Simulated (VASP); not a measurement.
Set up this calculation in VASP 6.6.1, as the native input.

```
Task                   : single point
Functional             : PBEsol
Potentials or basis    : VASP PAW PBE potentials, release 64 (B, N)
Cutoff                 : 600 eV
k mesh                 : 5 × 5 × 5
Occupations            : gaussian, width 0.01 eV
Spin                   : no spin polarisation
Dipole correction      : no
Further INCAR settings : ALGO = Normal; EDIFF = 1e-06; NBANDS = 11
```

The structure of BN lies in POSCAR:

```
BN
1.0
    1.2511220000      0.7223350000      3.3729340000
   -1.2511220000      0.7223350000      3.3729340000
    0.0000000000     -1.4446710000      3.3729340000
B N
1 1
Direct
    0.9996710000      0.9996710000      0.9996710000
    0.3327620000      0.3327620000      0.3327620000
```

The input as run:

INCAR

```
PREC = Accurate
ENCUT = 600
EDIFF = 1E-6
ISMEAR = 0
SIGMA = 0.01
LREAL = False
LASPH = True
NELM = 120
ALGO = Normal
ISIF = 2
LWAVE = False
LCHARG = True
GGA = PS
LELF = True
LVHAR = True
NBANDS = 11
GGA_COMPAT = False
```

KPOINTS

```
regular mesh
0
Gamma
  5 5 5
```

Potentials or basis: VASP PAW PBE potentials, release 64 (B, N).

Run with:

```console
$ cat potpaw_PBE.64/B/POTCAR potpaw_PBE.64/N/POTCAR > POTCAR
$ mpirun -np 1 vasp_std > vasp.out
```

Results of the run:

| Property | Result |
| --- | --- |
| Pressure | 0.9 GPa |
| Band gap on the k mesh | 4.65 eV, indirect (least direct gap 5.06 eV) |

Caveat: the k points lie up to 0.59 Å⁻¹ apart; the PAW data sets were made with another functional, which shifts forces and pressure a little.

Wall time 4.3 s on 1 thread of Intel(R) Xeon(R) 6975P-C (Granite Rapids), on a shared host, peak memory 0.15 GiB.
